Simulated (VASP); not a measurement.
Write the native input for VASP 6.6.1 that does the following.

- Task: single point
- Functional: LDA
- Potentials or basis: VASP PAW LDA potentials, release 64 (Nb_sv, Te)
- Cutoff: 520 eV
- k mesh: 12 × 12 × 12
- Occupations: fermi-dirac, width 0.1 eV
- Spin: no spin polarisation
- Dipole correction: no
- Further INCAR settings: ALGO = Normal; EDIFF = 1e-06; NBANDS = 16

The structure of NbTe (zincblende type) lies in POSCAR:

```
NbTe
1.0
    0.0000000000      2.8354696725      2.8354696725
    2.8354696725      0.0000000000      2.8354696725
    2.8354696725      2.8354696725      0.0000000000
Nb Te
1 1
Direct
    0.0000000000      0.0000000000      0.0000000000
    0.2500000000      0.2500000000      0.2500000000
```

This cell differs from its parent crystal: volume scaled by 0.78, source ansatz.

The input as run:

INCAR

```
ALGO = Normal ; EDIFF = 1E-6
ENCUT = 520 ; ISIF = 2
ISMEAR = -1 ; LASPH = True
LCHARG = True ; LELF = True
LREAL = False ; LVHAR = True
LWAVE = False ; NBANDS = 16
NELM = 80 ; PREC = Accurate
SIGMA = 0.1
```

KPOINTS

```
k-points
0
Gamma
  12 12 12
```

Potentials or basis: VASP PAW LDA potentials, release 64 (Nb_sv, Te).

The run is started by

```sh
$ cat potpaw_LDA.64/Nb_sv/POTCAR potpaw_LDA.64/Te/POTCAR > POTCAR
$ mpirun -np 1 vasp_std > vasp.out
```

It gave:

```
Pressure : 34.3 GPa
```

Wall time 42 s on 1 thread of Intel(R) Xeon(R) Platinum 8488C (Sapphire Rapids), on a shared host, peak memory 0.18 GiB.
